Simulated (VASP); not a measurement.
A run of VASP 6.6.1 is set up as follows.

File POSCAR:

```
La
1.0
    4.2438518149      0.0000000000      0.0000000000
    0.0000000000      4.2438518149      0.0000000000
    0.0000000000      0.0000000000      4.2438518149
La
2
Direct
    0.0000000000      0.0000000000      0.0000000000
    0.5000000000      0.5000000000      0.5000000000
```

The input INCAR.step1:

```
ALGO = Normal ; EDIFF = 1E-4
ENCUT = 520 ; GGA = PE
ISMEAR = -1 ; LASPH = True
LCHARG = False ; LREAL = False
LWAVE = True ; NBANDS = 18
NELM = 100 ; PREC = Accurate
SIGMA = 0.05
```

Contents of INCAR.step2:

```
ALGO = Normal ; EDIFF = 1E-7
ENCUT = 520 ; ISIF = 2
ISMEAR = -1 ; ISTART = 1
LASPH = True ; LCHARG = False
LMIXTAU = True ; LREAL = False
LWAVE = False ; METAGGA = R2SCAN
NBANDS = 18 ; NELM = 100
PREC = Accurate ; SIGMA = 0.05
```

KPOINTS

```
k-points
0
Gamma
  5 5 5
```

Potentials or basis: VASP PAW PBE potentials, release 64 (La).

The run is started by

```bash
$ cat potpaw_PBE.64/La/POTCAR > POTCAR
$ cp INCAR.step1 INCAR
$ mpirun -np 1 vasp_std > vasp.out
$ cp INCAR.step2 INCAR
$ mpirun -np 1 vasp_std > vasp.out
```

Problem. Predict the pressure.

Solution. 0.1 GPa.

Problem. Predict the band gap on the k mesh.

Solution. Zero (band 11 reaches 7.77 eV, above the bottom of band 12 at 7.70 eV).

Caveat: the PAW data sets were made with another functional, which shifts forces and pressure a little; spin-orbit coupling is left out, which moves the levels of the heavy elements.
